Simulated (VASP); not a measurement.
Write the native input for VASP 6.6.1 that does the following.

* Task: single point
* Functional: PBEsol
* Potentials or basis: VASP PAW PBE potentials, release 64 (Fe, O)
* Cutoff: 520 eV
* k mesh: 10 × 10 × 5
* Occupations: fermi-dirac, width 0.05 eV
* Spin: collinear spin, ferromagnetic start
* Starting moments: [3.0, 3.0, 0.0, 0.0] μB
* Dipole correction: no
* Further INCAR settings: ALGO = Normal; EDIFF = 1e-07; NBANDS = 26

The structure of FeO lies in POSCAR:

```
FeO
1.0
    2.7349706896     -1.5543283749      0.0000000000
    2.7349706896      1.5543283749      0.0000000000
   -0.2389065000      0.0000000000      5.3727977675
Fe O
2 2
Direct
    0.0000000000      0.0000000000      0.5000000000
    0.0000000000      0.0000000000      0.0000000000
    0.3354670000      0.3354670000      0.7442990000
    0.6645330000      0.6645330000      0.2557010000
```

The input as run:

INCAR

```
SYSTEM = FeO
PREC     = Accurate       ! precision mode
ENCUT    = 520            ! plane-wave cutoff, eV
EDIFF    = 1E-7           ! SCF threshold, eV
ISMEAR   = -1             ! smearing method
SIGMA    = 0.05           ! smearing width, eV
LREAL    = .FALSE.        ! projectors in reciprocal space
LASPH    = .TRUE.         ! aspherical terms in the spheres
NELM     = 150            ! most SCF steps
ALGO     = Normal         ! electronic algorithm
ISIF     = 2              ! what is computed and relaxed
LWAVE    = .FALSE.        ! write WAVECAR
LCHARG   = .FALSE.        ! write CHGCAR
ISPIN    = 2              ! spin polarisation
MAGMOM   = 3 3 0 0        ! initial moments
LORBIT   = 11             ! projections on sites
LMAXMIX  = 4              ! l up to which the mixer works
GGA      = PS             ! functional
NBANDS   = 26             ! bands
```

KPOINTS

```
regular mesh
0
G
  10 10 5
  0 0 0
```

Potentials or basis: VASP PAW PBE potentials, release 64 (Fe, O).

Launch:

```sh
$ cat potpaw_PBE.64/Fe/POTCAR potpaw_PBE.64/O/POTCAR > POTCAR
$ mpirun -np 1 vasp_std > vasp.out
```

It gave:

```
Pressure                                              : -23.4 GPa
Largest force                                         : 0.142 eV/Å
Band gap on the k mesh                                : zero (filled and empty bands overlap)
Net moment                                            : 8.00 μB per cell
Site moments                                          : Fe +3.61, +3.57; O +0.31 μB
Valence electrons inside the program's atomic spheres : Fe 6.62, 6.60; O 4.89
```

Caveat: the cell stands under tension; the PAW data sets were made with another functional, which shifts forces and pressure a little; semilocal functionals often make such compounds metallic where correlation or magnetic order opens a gap, which also shifts bond lengths; the run started ferromagnetic, and an antiferromagnetic order may lie lower in energy.

It took 13 min on 1 thread of AMD EPYC 7R13, with other jobs on the host, peak memory 0.32 GiB.
